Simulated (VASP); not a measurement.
# AlNi in VASP: a series of runs

The runs below take AlNi through single point, relaxation of cell and atoms, with r2SCAN, LDA.

All numbers are computed with VASP 6.6.1; they aren't measurements. Logs are shortened: lines on timing, memory, paths and dates and some standing lists are left out, and cuts for length are marked.

## (1) The cell of the first run

The typed cell holds 2 atoms: a = 2.731 Å, b = 2.775 Å, c = 3.175 Å, α = 88.96°, β = 90.16°, γ = 90.66°.

## (2) Single point, r2SCAN (atoms moved at random and the cell strained at random)

POSCAR

```
AlNi
1.0
    1.9200181183     -1.9425589801     -0.0037790393
    1.9512319427      1.9735411424      0.0255001712
    0.0173630105      0.0232309344      3.1752880394
Al Ni
1 1
Direct
   -0.0042343019      0.0203536993     -0.0081235684
    0.5000516049      0.4946897599      0.4962920952
```

INCAR.step1

```
SYSTEM = AlNi
PREC = Accurate
ENCUT = 520
ISMEAR = 0
SIGMA = 0.1
LREAL = .False.
LASPH = .True.
NELM = 80
NBANDS = 14
GGA = PE
ALGO = Normal
EDIFF = 1E-4
LWAVE = .True.
LCHARG = .False.
```

INCAR.step2

```
SYSTEM = AlNi
PREC = Accurate
ENCUT = 520
EDIFF = 1E-6
ISMEAR = 0
SIGMA = 0.1
LREAL = .False.
LASPH = .True.
NELM = 80
ALGO = Normal
ISIF = 2
LWAVE = .False.
LCHARG = .True.
METAGGA = R2SCAN
LMIXTAU = .True.
LELF = .True.
LVHAR = .True.
NBANDS = 14
ISTART = 1
```

KPOINTS

```
Automatic mesh
0
Gamma
  10 10 10
  0 0 0
```

Potentials or basis: VASP PAW PBE potentials, release 64 (Al, Ni).

Run with:

```bash
$ cat potpaw_PBE.64/Al/POTCAR potpaw_PBE.64/Ni/POTCAR > POTCAR
$ cp INCAR.step1 INCAR
$ mpirun -np 1 vasp_std > vasp.out
$ cp INCAR.step2 INCAR
$ mpirun -np 1 vasp_std > vasp.out
```

OUTCAR:

```text
SYSTEM = AlNi
   PREC = Accurate
   ENCUT = 520
   EDIFF = 1E-6
   ISMEAR = 0
   LREAL = .False.
   LASPH = .True.
   NELM = 80
   ISIF = 2
   METAGGA = R2SCAN
   ISTART = 1

 ion  position               nearest neighbor table
   1  0.996  0.020  0.992-   2 2.45   2 2.45   2 2.49   2 2.50   2 2.53   2 2.54   2 2.56   2 2.58

   2  0.500  0.495  0.496-   1 2.45   1 2.45   1 2.49   1 2.50   1 2.53   1 2.54   1 2.56   1 2.58

  LATTYP: Found a triclinic cell.
 ALAT       =     6.3109597888
 B/A-ratio  =     0.9663547015
 C/A-ratio  =     1.3956002506
 COS(alpha) =     0.0000535922
 COS(beta)  =     0.6296017415
 COS(gamma) =     0.7737014820

  Lattice vectors:

 A1 = (  -3.8573992471,   3.8618870258,  -3.1677299608)
 A2 = (  -5.7912681793,   1.9115768178,  -0.0179420926)
 A3 = (   1.9477197461,   5.8431793961,  -6.2957966971)

Analysis of symmetry for initial positions (statically):
=====================================================================
 Subroutine PRICEL returns:
 Original cell was already a primitive cell.

 Routine SETGRP: Setting up the symmetry group for a
 triclinic supercell.

 Subroutine GETGRP returns: Found  1 space group operations
 (whereof  1 operations were pure point group operations)
 out of a pool of  2 trial point group operations.

The static configuration has the point symmetry C_1 .

Analysis of symmetry for dynamics (positions and initial velocities):
=====================================================================
 Subroutine PRICEL returns:
 Original cell was already a primitive cell.

 Routine SETGRP: Setting up the symmetry group for a
 triclinic supercell.

 Subroutine GETGRP returns: Found  1 space group operations
 (whereof  1 operations were pure point group operations)
 out of a pool of  2 trial point group operations.

The dynamic configuration has the point symmetry C_1 .

 Subroutine INISYM returns: Found  1 space group operations
 (whereof  1 operations are pure point group operations),
 and found     1 'primitive' translations

----------------------------------------------------------------------------------------

                                     Primitive cell

  volume of cell :      24.0654

  direct lattice vectors                    reciprocal lattice vectors
     1.920018118 -1.942558980 -0.003779039     0.260372202 -0.257434856  0.000459677
     1.951231943  1.973541142  0.025500171     0.256305261  0.253337505 -0.003254980
     0.017363011  0.023230934  3.175288039    -0.001748462 -0.002340892  0.314958746

  length of vectors
     2.731303580  2.775395646  3.175420489     0.366151062  0.360392666  0.314972298

  position of ions in fractional coordinates (direct lattice)
     0.995765698  0.020353699  0.991876432
     0.500051605  0.494689760  0.496292095

  ion indices of the primitive-cell ions
   primitive index   ion index
                 1           1
                 2           2

----------------------------------------------------------------------------------------

 KPOINTS: Automatic mesh

Automatic generation of k-mesh.
 Grid dimensions read from file:
 generate k-points for:   10   10   10

 Generating k-lattice:

  Cartesian coordinates                     Fractional coordinates (reciprocal lattice)
     0.026037220 -0.025743486  0.000045968     0.100000000  0.000000000  0.000000000
     0.025630526  0.025333751 -0.000325498     0.000000000  0.100000000  0.000000000
    -0.000174846 -0.000234089  0.031495875    -0.000000000 -0.000000000  0.100000000

  Length of vectors
     0.036615106  0.036039267  0.031497230

  Shift w.r.t. Gamma in fractional coordinates (k-lattice)
     0.000000000  0.000000000  0.000000000

 Subroutine IBZKPT returns following result:
 ===========================================

 Found    504 irreducible k-points:

 Following reciprocal coordinates:
            Coordinates               Weight
  0.000000  0.000000  0.000000      1.000000
  0.100000  0.000000 -0.000000      2.000000
  0.200000  0.000000 -0.000000      2.000000
  0.300000 -0.000000  0.000000      2.000000
  0.400000  0.000000  0.000000      2.000000
  0.500000  0.000000 -0.000000      1.000000
[... 16 lines left out ...]
 -0.400000  0.200000 -0.000000      2.000000
 -0.300000  0.200000 -0.000000      2.000000
 [... further k-points ...]
   k-points           NKPTS =    504   k-points in BZ     NKDIM =    504   number of bands    NBANDS=     14
   number of dos      NEDOS =    301   number of ions     NIONS =      2
   total plane-waves  NPLWV =  11520
   dimension x,y,z NGX =    20 NGY =   24 NGZ =   24
   dimension x,y,z NGXF=    40 NGYF=   48 NGZF=   48
   ions per type =               1   1
   NGX,Y,Z   is equivalent  to a cutoff of  12.17, 14.38, 12.56 a.u.
   NGXF,Y,Z  is equivalent  to a cutoff of  24.35, 28.75, 25.13 a.u.
 SYSTEM =  AlNi
   PREC   = accura    normal or accurate (medium, high low for compatibility)
   ISTART =      1    job   : 0-new  1-cont  2-samecut
   ICHARG =      0    charge: 1-file 2-atom 10-const
   ISPIN  =      1    spin polarized calculation?
   LNONCOLLINEAR =      F non collinear calculations
   LSORBIT =      F    spin-orbit coupling
   LASPH  =      T    aspherical Exc in radial PAW
   ENCUT  =  520.0 eV  38.22 Ry    6.18 a.u.   5.08  5.16  5.90*2*pi/ulx,y,z
   NELM   =     80;   NELMIN=  2; NELMDL=  0     # of ELM steps
   EDIFF  = 0.1E-05   stopping-criterion for ELM
   LREAL  =      F    real-space projection
   EDIFFG = 0.1E-04   stopping-criterion for IOM
   NSW    =      0    number of steps for IOM
   IBRION =     -1    ionic relax: 0-MD 1-quasi-New 2-CG
   NFREE  =      0    steps in history (QN), initial steepest desc. (CG)
   ISIF   =      2    stress and relaxation
   ISYM   =      2    0-nonsym 1-usesym 2-fastsym
   POTIM  = 0.5000    time-step for ionic-motion
   TEBEG  =    0.0;   TEEND  =   0.0 temperature during run
   PSTRESS=    0.0 pullay stress
   NELECT =      13.0000    total number of electrons
   NUPDOWN=      -1.0000    fix difference up-down
   EMIN   =  10.00;   EMAX   =-10.00  energy-range for DOS
   EFERMI =   0.00;   METHOD = LEGACY
   ISMEAR =     0;   SIGMA  =   0.10  broadening in eV -4-tet -1-fermi 0-gaus
   EFERMI_NEDOS =   21; number of points for ismear=-14 and -15
   IALGO  =     38    algorithm
   IMIX   =      4    mixing-type and parameters
     AMIX     =   0.40;   BMIX     =  1.00
     AMIX_MAG =   1.60;   BMIX_MAG =  1.00
  volume/ion in A,a.u.               =      12.03        81.20
  Fermi-wavevector in a.u.,A,eV,Ry     =   1.333290  2.519553 24.186576  1.777663
  Thomas-Fermi vector in A             =   2.462160
   LORBIT       =      0    0 simple, 1 ext, 2 COOP (PROOUT), +10 PAW based schemes
   METAGGA = R2SCAN    functional components
   LHFCALC =     F    Hartree Fock is set to
   AEXX    =    0.0000 exact exchange contribution
   IVDW    =     0    specifies the selected vdW correction
   LEPSILON=     F    determine dielectric tensor
   LRPA    =     F    only Hartree local field effects (RPA)
 non-spin polarized calculation
 Gauss-broadening in eV      SIGMA  =   0.10
  energy-cutoff  :      520.00
  volume of cell :       24.07
 maximum number of plane-waves:       662
   NGX = 11   NGY = 11   NGZ = 11

 number of electron      13.0000002 magnetization

 Free energy of the ion-electron system (eV)
  ---------------------------------------------------
  ext. energy  EPLUGINS =         0.00000000
  ---------------------------------------------------
  free energy    TOTEN  =       -19.97704215 eV

  energy without entropy =      -19.97092220  energy(sigma->0) =      -19.97398217

 E-fermi :   9.8076     XC(G=0): -12.9784

 val. band max:        9.8075051095   @ k =   0.4000  -0.1000   0.1000
 cond. band min:       9.8076737986   @ k =   0.5000   0.3000   0.4000
 fundamental gap:      0.0001686892
 Fermi energy:         9.8076468635

 k-point     1 :       0.0000    0.0000    0.0000
  band No.  band energies     occupation
      1      -1.8802      2.00000
      2       6.3232      2.00000
      3       6.5624      2.00000
      4       8.1263      2.00000
      5       8.1653      2.00000
      6       8.4338      2.00000
      7      12.4059      0.00000
      8      16.7810      0.00000
      9      17.2599      0.00000
     10      17.8930      0.00000
     11      18.8185      0.00000
     12      25.4224      0.00000
     13      30.5639      0.00000
     14      31.1418      0.00000

 k-point     2 :       0.1000    0.0000   -0.0000
  band No.  band energies     occupation
      1      -1.6653      2.00000
      2       6.3831      2.00000
      3       6.5863      2.00000
      4       7.9937      2.00000
      5       8.1469      2.00000
      6       8.3516      2.00000
      7      12.7446      0.00000
      8      15.3789      0.00000
      9      16.9881      0.00000
     10      17.5702      0.00000
     11      20.4981      0.00000
     12      26.5307      0.00000
     13      28.7346      0.00000
     14      30.6399      0.00000

 k-point     3 :       0.2000    0.0000   -0.0000
  band No.  band energies     occupation
      1      -1.0274      2.00000
      2       6.4672      2.00000
      3       6.6383      2.00000
      4       7.6339      2.00000
      5       8.1475      2.00000
      6       8.1802      2.00000
      7      12.7326      0.00000
      8      13.6362      0.00000
      9      17.1895      0.00000
     10      18.2529      0.00000
     11      21.7286      0.00000
     12      25.7906      0.00000
     13      28.8523      0.00000
     14      29.3786      0.00000

 k-point     4 :       0.3000   -0.0000    0.0000
  band No.  band energies     occupation
      1       0.0119      2.00000
      2       6.0686      2.00000
      3       6.8121      2.00000
      4       7.2726      2.00000
      5       7.9154      2.00000
      6       8.2217      2.00000
      7      10.7071      0.00000
      8      14.8929      0.00000
      9      17.4960      0.00000
     10      19.3531      0.00000
     11      22.6181      0.00000
     12      23.1094      0.00000
     13      26.6119      0.00000
     14      27.0882      0.00000

 k-point     5 :       0.4000    0.0000    0.0000
  band No.  band energies     occupation
      1       1.4084      2.00000
      2       4.8210      2.00000
      3       6.9788      2.00000
      4       7.0231      2.00000
      5       7.7395      2.00000
      6       8.2559      2.00000
      7       9.7695      1.41080
      8      16.3871      0.00000
      9      17.8325      0.00000
     10      20.7433      0.00000
     11      20.7951      0.00000
[... 276 lines left out ...]
 k-point    22 :       0.5000    0.2000    0.0000
  band No.  band energies     occupation
      1       3.6781      2.00000
      2       3.7545      2.00000
      3       7.0460      2.00000
      4       7.2829      2.00000
      5       7.5533      2.00000
      6       7.9053      2.00000
      7       9.5337      1.99989
      8      16.7595      0.00000
      9      17.3682      0.00000
     10      18.8347      0.00000
     11      19.6616      0.00000
     12      21.1853      0.00000
     13      23.3106      0.00000
     14      28.0264      0.00000

 k-point    23 :      -0.4000    0.2000   -0.0000
  band No.  band energies     occupation
      1       2.1044      2.00000
      2       5.2942      2.00000
      3       7.1289      2.00000
      4       7.1599      2.00000
      5       7.6368      2.00000
      6       7.8863      2.00000
      7       9.8527      0.52439
      8      15.7471      0.00000
      9      17.3614      0.00000
     10      18.3376      0.00000
     11      20.9481      0.00000
     12      21.4262      0.00000
     13      24.2753      0.00000
     14      27.6644      0.00000

 k-point    24 :      -0.3000    0.2000   -0.0000
  band No.  band energies     occupation
      1       0.7631      2.00000
      2       6.3257      2.00000
      3       6.9358      2.00000
      4       7.3570      2.00000
      5       7.7097      2.00000
      6       7.8410      2.00000
      7      11.0227      0.00000
      8      14.6363      0.00000
      9      15.8915      0.00000
     10      18.5949      0.00000
     11      22.0814      0.00000
     12      23.7629      0.00000
     13      25.8884      0.00000
     14      26.8670      0.00000

 [... further k-points ...]
[... 5 lines left out ...]
  --------------------------------------------------------------------------------------
  -------------------------------------------------------------------------------------
  Total        0.0584852     -0.2202123     -1.2422665     -0.1344054     -0.2796188     -0.2205565
  in kB        3.8937042    -14.6608319    -82.7049884     -8.9481580    -18.6158698    -14.6837454
  external PRESSURE =     -31.1573720 kB  Pullay stress =       0.0000000 kB

 VOLUME and BASIS-vectors are now :
 -----------------------------------------------------------------------------
  energy-cutoff  :      520.00
  volume of cell :       24.07
      direct lattice vectors                 reciprocal lattice vectors
     1.920018118 -1.942558980 -0.003779039     0.260372202 -0.257434856  0.000459677
     1.951231943  1.973541142  0.025500171     0.256305261  0.253337505 -0.003254980
     0.017363011  0.023230934  3.175288039    -0.001748462 -0.002340892  0.314958746

 POSITION                                       TOTAL-FORCE (eV/Angst)
 -----------------------------------------------------------------------------------
      1.96882     -1.87112      3.14625        -0.237558     -0.309736      0.121679
      1.93398      0.01644      1.58660         0.237558      0.309736     -0.121679
 -----------------------------------------------------------------------------------
    total drift:                                0.001684     -0.000507     -0.003215

  FREE ENERGIE OF THE ION-ELECTRON SYSTEM (eV)
  ---------------------------------------------------
  free  energy   TOTEN  =       -19.9770421487 eV

  energy  without entropy=      -19.9709221981  energy(sigma->0) =      -19.97398217
```

Wall time 6.1 min (1 thread of Intel Xeon 6975P-C (Granite Rapids), shared host); peak memory 0.28 GiB.

What came out:

```yaml
Free_energy: -19.9770 eV
Pressure: -3.1 GPa
Largest_force: 0.409 eV/Å
Band_gap_on_the_k_mesh: zero (an odd number of electrons rules out a gap without spin polarisation)
```

Forces on the atoms (eV/Å):
```
Al  -0.238 -0.310  0.122
Ni   0.238  0.310 -0.122
```

Stress tensor (GPa, compression positive):
```
 0.39 -0.89 -1.47
-0.89 -1.47 -1.86
-1.47 -1.86 -8.27
```

Caveat: the cell differs from its parent crystal (atoms moved at random and the cell strained at random); the stress differs along the axes, from -8 to 0 GPa; the PAW data sets were made with another functional, which shifts forces and pressure a little. Spin polarisation is off, so any magnetic state and its effect on volume and gap are missing.

## (3) Single point, r2SCAN

POSCAR is that of step 2.

INCAR.step1

```
  PREC = Accurate
  ENCUT = 520
  ISMEAR = 0
  SIGMA = 0.1
  LREAL = False
  LASPH = True
  NELM = 80
  NBANDS = 14
  GGA = PE
  ALGO = Normal
  EDIFF = 1E-4
  LWAVE = True
  LCHARG = False
```

INCAR.step2

```
  PREC = Accurate
  ENCUT = 520
  EDIFF = 1E-7
  ISMEAR = 0
  SIGMA = 0.1
  LREAL = False
  LASPH = True
  NELM = 80
  ALGO = Normal
  ISIF = 2
  LWAVE = False
  LCHARG = True
  METAGGA = R2SCAN
  LMIXTAU = True
  LELF = True
  LVHAR = True
  NBANDS = 14
  ISTART = 1
```

KPOINTS

```
regular mesh
0
Gamma
  10 10 10
```

Potentials or basis: VASP PAW PBE potentials, release 64 (Al, Ni).

Run with:

```bash
$ cat potpaw_PBE.64/Al/POTCAR potpaw_PBE.64/Ni/POTCAR > POTCAR
$ cp INCAR.step1 INCAR
$ mpirun -np 1 vasp_std > vasp.out
$ cp INCAR.step2 INCAR
$ mpirun -np 1 vasp_std > vasp.out
```

Wall time 6.8 min (1 thread of Intel Xeon 6975P-C (Granite Rapids), shared host); peak memory 0.28 GiB.

Results (log left out):

```yaml
Free_energy: -19.9770 eV
Pressure: -3.2 GPa
Largest_force: 0.409 eV/Å
Band_gap_on_the_k_mesh: zero (an odd number of electrons rules out a gap without spin polarisation)
```

Forces on the atoms (eV/Å):
```
Al  -0.238 -0.310  0.122
Ni   0.238  0.310 -0.122
```

Stress tensor (GPa, compression positive):
```
 0.31 -0.89 -1.47
-0.89 -1.54 -1.86
-1.47 -1.86 -8.35
```

Levels at points of the mesh, in eV from the Fermi level:
| k point | band 3 | band 4 | band 5 | band 6 | band 7 | band 8 | band 9 | band 10 | band 11 | band 12 |
| --- | --- | --- | --- | --- | --- | --- | --- | --- | --- | --- |
| (0.00, 0.00, 0.00) | -3.25 | -1.68 | -1.64 | -1.37 | 2.60 | 6.97 | 7.45 | 8.09 | 9.01 | 15.61 |
| (0.50, 0.00, 0.00) | -2.87 | -2.76 | -2.13 | -1.54 | -0.23 | 7.73 | 8.19 | 9.53 | 12.21 | 13.35 |
| (0.00, 0.50, 0.00) | -2.86 | -2.81 | -2.04 | -1.53 | -0.34 | 7.52 | 8.16 | 9.34 | 12.71 | 13.29 |
| (0.50, 0.50, 0.00) | -2.55 | -2.50 | -2.43 | -2.25 | -0.78 | 2.41 | 3.54 | 11.09 | 13.71 | 13.74 |
| (0.00, 0.00, 0.50) | -2.95 | -2.08 | -2.01 | -1.37 | -1.34 | 8.79 | 11.67 | 11.80 | 12.27 | 12.44 |
| (0.50, 0.00, 0.50) | -3.51 | -2.92 | -2.06 | -1.88 | -1.29 | 1.48 | 2.27 | 14.40 | 15.85 | 16.78 |
| (0.00, 0.50, 0.50) | -3.61 | -3.02 | -1.98 | -1.85 | -1.30 | 1.27 | 2.15 | 14.87 | 16.43 | 16.91 |
| (0.50, 0.50, 0.50) | -4.17 | -1.25 | -0.77 | 1.83 | 2.19 | 2.37 | 3.95 | 4.11 | 4.65 | 5.61 |

Caveat: the stress differs along the axes, from -8 to 0 GPa; the PAW data sets were made with another functional, which shifts forces and pressure a little. Spin polarisation is off, so any magnetic state and its effect on volume and gap are missing.

## (4) Relaxation of cell and atoms, LDA

This run uses another cell than the first one, of 11.74 Å³/atom.

INCAR

```
ALGO = Fast
EDIFF = 1E-7
EDIFFG = -0.01
ENCUT = 600
IBRION = 2
ISIF = 3
ISMEAR = 0
LASPH = T
LCHARG = F
LREAL = F
LWAVE = F
NELM = 80
NSW = 80
PREC = Accurate
SIGMA = 0.1
```

KPOINTS

```
k-points
0
Gamma
  16 16 14
```

POSCAR

```
AlNi
1.0
    1.9386940000     -1.9531901500      0.0000000000
    1.9386940000      1.9531901500      0.0000000000
    0.0000000000      0.0000000000      3.0994300413
Al Ni
1 1
Direct
    0.0000000000      0.0000000000      0.0000000000
    0.5000000000      0.5000000000      0.5000000000
```

Potentials or basis: VASP PAW LDA potentials, release 64 (Al, Ni).

Run with:

```bash
$ cat potpaw_LDA.64/Al/POTCAR potpaw_LDA.64/Ni/POTCAR > POTCAR
$ mpirun -np 1 vasp_std > vasp.out
```

It took 12 min on 1 thread of Intel Xeon 8259CL, shared host; peak memory 0.35 GiB.

Results (log left out):

- Free energy: -12.1990 eV
- Relaxed volume: 11.38 Å³/atom
- Relaxed cell: a = 2.830 Å, b = 2.830 Å, c = 2.842 Å, α = 90.00°, β = 90.00°, γ = 90.00°
- Space group after relaxing (to 0.1 Å): Pm-3m (No. 221)
- Energy gained by relaxing: 28.6 meV/atom
- Ionic steps: 11
- Pressure after relaxing: 0.0 GPa
- Band gap on the k mesh: zero (an odd number of electrons rules out a gap without spin polarisation)

Step by step:
```tsv
step	energy change (eV)	largest force (eV/Å)	pressure (GPa)	volume (Å³)
1	0.0000	0.0000	-4.90	23.47
2	-0.0185	0.0000	4.68	22.27
3	-0.0208	0.0000	2.12	22.56
4	-0.0377	0.0000	1.63	22.60
5	-0.0523	0.0000	1.30	22.63
6	-0.0559	0.0000	1.18	22.63
7	-0.0559	0.0000	1.05	22.63
8	-0.0561	0.0000	-1.65	22.97
9	-0.0571	0.0000	-0.35	22.81
10	-0.0572	0.0000	0.25	22.74
11	-0.0572	0.0000	0.03	22.76
```

Final structure:
```
Al Ni
1.0
     2.00082   -2.00084    0.00000
     2.00082    2.00084    0.00000
     0.00000    0.00000    2.84239
Al Ni
1 1
Cartesian
  0.0000 0.0000 0.0000
  2.0008 0.0000 1.4212
```

Levels at points of the mesh, in eV from the Fermi level:
```csv
k point,band 4,band 5,band 6,band 7,band 8,band 9,band 10
"(0.00, 0.00, 0.00)",-1.66,-1.66,-1.65,5.58,5.75,5.75,8.37
"(0.50, 0.00, 0.00)",-2.43,-2.40,-1.56,-0.67,8.43,10.14,11.26
"(0.50, 0.50, 0.00)",-2.93,-2.25,-2.25,-1.08,1.59,2.76,12.62
"(0.00, 0.00, 0.50)",-2.40,-2.40,-1.56,-0.70,8.43,10.28,10.28
"(0.50, 0.00, 0.50)",-2.95,-2.23,-2.22,-1.09,1.55,2.71,12.74
"(0.50, 0.50, 0.50)",-1.06,-1.05,1.99,2.00,2.00,4.05,4.71
```

(Continued in part 2 of 2.)

The gap in the log of VASP goes by the Fermi energy; the results here count the filled bands.